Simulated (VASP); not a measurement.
# PbF: single point with PBE

The system is PbF.

```
Pb F
1.0
     2.12576    1.22731    2.64472
    -2.12576    1.22731    2.64472
     0.00000   -2.45462    2.64472
Pb F
1 1
Cartesian
  0.0000 0.0000 0.0000
  0.0000 0.0000 3.9671
```

```
Program             : VASP 6.6.1
Task                : single point
Functional          : PBE
Potentials or basis : VASP PAW PBE potentials, release 64 (Pb_d, F)
Cutoff              : 520 eV
k mesh              : 6 × 6 × 6
Occupations         : gaussian, width 0.1 eV
Spin                : no spin polarisation
```

* Pressure: -0.4 GPa

Stress tensor (GPa, compression positive):
```
-0.52  0.00  0.00
 0.00 -0.52  0.00
 0.00  0.00 -0.04
```

Levels at points of the mesh, in eV from the Fermi level:
| k point | band 6 | band 7 | band 8 | band 9 | band 10 | band 11 | band 12 | band 13 | band 14 | band 15 |
| --- | --- | --- | --- | --- | --- | --- | --- | --- | --- | --- |
| (0.00, 0.00, 0.00) | -17.53 | -9.85 | -5.40 | -5.40 | -4.93 | 5.11 | 5.11 | 5.33 | 8.26 | 8.26 |
| (0.50, 0.00, 0.00) | -17.48 | -9.72 | -5.09 | -4.92 | -3.69 | -2.02 | 3.75 | 4.86 | 8.79 | 10.51 |
| (0.50, 0.50, 0.00) | -17.45 | -7.61 | -6.58 | -6.04 | -5.26 | 0.06 | 2.03 | 4.87 | 5.70 | 9.81 |
| (0.50, 0.50, 0.50) | -17.47 | -8.05 | -5.28 | -5.28 | -3.87 | -1.98 | 1.41 | 1.41 | 6.70 | 10.71 |

It took 16 s on 1 thread of Intel(R) Xeon(R) Platinum 8488C (Sapphire Rapids) (shared host), peak memory 0.17 GiB.

Caveat: spin-orbit coupling is left out, which moves the levels of the heavy elements; an odd number of electrons without spin polarisation forces a metal; a magnetic or distorted state may lie lower.
